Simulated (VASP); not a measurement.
# H8CO6: single point with PBE

The system is H8CO6.

```
O H C
1.0
     5.70827    0.00000    0.00000
     0.00000    5.70827    0.00000
     0.00000    0.00000    5.70827
O H C
6 8 1
Direct
  0.91683 0.82295 0.64123
  0.14512 0.24727 0.46045
  0.22182 0.81371 0.98208
  0.88738 0.38626 0.09192
  0.49824 0.83604 0.60789
  0.48467 0.21038 0.80956
  0.03942 0.89241 0.57441
  0.88438 0.69489 0.52846
  0.08514 0.37595 0.55889
  0.10299 0.32103 0.29925
  0.05571 0.78943 0.96883
  0.28699 0.69981 0.08461
  0.72873 0.33196 0.14193
  0.93526 0.27469 0.97633
  0.48043 0.01570 0.71918
```

```yaml
Program: VASP 6.6.1
Task: single point
Functional: PBE
Potentials_or_basis: VASP PAW PBE potentials, release 64 (O, H, C)
Cutoff: 520 eV
k_mesh: 1 × 1 × 1
Occupations: fermi-dirac, width 0.05 eV
Spin: no spin polarisation
Dipole_correction: no
Further_INCAR_settings: ALGO = Normal; EDIFF = 1e-06; NBANDS = 37
```

The pressure is 0.6 GPa and the largest force is 5.751 eV/Å. The band gap on the k mesh is 3.94 eV.

Forces on the atoms (eV/Å):
```
O   -3.579 -3.623  1.214
O   -0.490  1.625 -1.468
O    0.366  1.019  0.171
O   -1.140  0.481  0.782
O   -1.223  3.335  1.676
O    0.038 -3.591 -1.092
H    4.427  2.925 -2.218
H   -0.336  0.728  0.823
H    0.468 -0.518  0.141
H    0.096 -1.310  1.566
H   -0.549 -0.490 -0.250
H    0.170 -0.674  0.647
H    1.048  0.263 -0.427
H    0.103 -0.573 -0.699
C    0.603  0.402 -0.865
```

Stress tensor (GPa, compression positive):
```
 7.32  2.15 -0.07
 2.15 -5.66 -4.42
-0.07 -4.42  0.09
```

Levels at points of the mesh, in eV from the valence-band top:
| k point | band 21 | band 22 | band 23 | band 24 | band 25 | band 26 | band 27 | band 28 |
| --- | --- | --- | --- | --- | --- | --- | --- | --- |
| (0.00, 0.00, 0.00) | -1.19 | -0.49 | -0.31 | 0.00 | 3.94 | 6.07 | 6.11 | 7.46 |

It took 12 s on 1 thread of Intel(R) Xeon(R) Platinum 8559C (Emerald Rapids), on a shared host, peak memory 0.24 GiB.

Caveat: the k points lie up to 1.10 Å⁻¹ apart.
